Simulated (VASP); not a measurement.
HfC, 2 atoms in the cell. The structure is cubic, space group Fm-3m (No. 225). The conventional cell has a = 4.597 Å, b = 4.597 Å, c = 4.597 Å, α = 90.00°, β = 90.00°, γ = 90.00°. Hf (site symmetry m-3m) has 6 C at 2.30 Å within 3.0 Å. C (site symmetry m-3m) has 6 Hf at 2.30 Å within 3.0 Å.  This cell differs from its parent crystal: volume scaled by 0.98.

| Quantity | Value |
| --- | --- |
| Program | VASP 6.6.1 |
| Task | single point |
| Functional | PBE |
| Dispersion | D4 |
| Potentials or basis | VASP PAW PBE potentials, release 64 (Hf_pv, C) |
| Cutoff | 520 eV |
| k mesh | 8 × 8 × 8 |
| Occupations | gaussian, width 0.05 eV |
| Spin | no spin polarisation |
| Dipole correction | no |
| Further INCAR settings | ALGO = Normal; EDIFF = 1e-06; NBANDS = 14 |

Potentials or basis: VASP PAW PBE potentials, release 64 (Hf_pv, C).

Command:

```console
$ cat potpaw_PBE.64/Hf_pv/POTCAR potpaw_PBE.64/C/POTCAR > POTCAR
$ mpirun -np 1 vasp_std > vasp.out
```

Hardware: 1 thread of Intel Xeon 6975P-C, with other jobs on the host.

Q: How long does it take, and how much memory?

A: Wall time 7.5 s on 1 thread of Intel Xeon 6975P-C, on a shared host, peak memory 0.14 GiB. Counts: scf iterations 12, k points 29.
